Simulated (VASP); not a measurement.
A run of VASP 6.6.1:

Contents of INCAR:

```
SYSTEM = LuPd
  PREC = Accurate
  ENCUT = 520
  EDIFF = 1E-6
  ISMEAR = -1
  SIGMA = 0.1
  LREAL = .FALSE.
  LASPH = .TRUE.
  NELM = 60
  ALGO = Normal
  ISIF = 2
  LWAVE = .FALSE.
  LCHARG = .FALSE.
  GGA = B5
  ALDAX = 1.0
  AGGAX = 1.0
  AGGAC = 1.0
  ALDAC = 0.0
  NBANDS = 24
```

File KPOINTS:

```
Automatic mesh
0
G
  10 10 10
  0 0 0
```

Contents of POSCAR:

```
LuPd
1.0
    3.4150000000      0.0000000000      0.0000000000
    0.0000000000      3.4150000000      0.0000000000
    0.0000000000      0.0000000000      3.4150000000
Lu Pd
1 1
Direct
    0.0000000000      0.0000000000      0.0000000000
    0.5000000000      0.5000000000      0.5000000000
```

Potentials or basis: VASP PAW PBE potentials, release 64 (Lu, Pd).

Command:

```sh
$ cat potpaw_PBE.64/Lu/POTCAR potpaw_PBE.64/Pd/POTCAR > POTCAR
$ mpirun -np 1 vasp_std > vasp.out
```

Hardware: 1 thread of AMD EPYC 9R45 96-Core Processor (Zen 5), on a shared host.

Q: Estimate the wall time of this run.

A: It took 40 s on 1 thread of AMD EPYC 9R45 96-Core Processor (Zen 5), on a shared host, peak memory 0.18 GiB. Counts: scf iterations 13, k points 56.
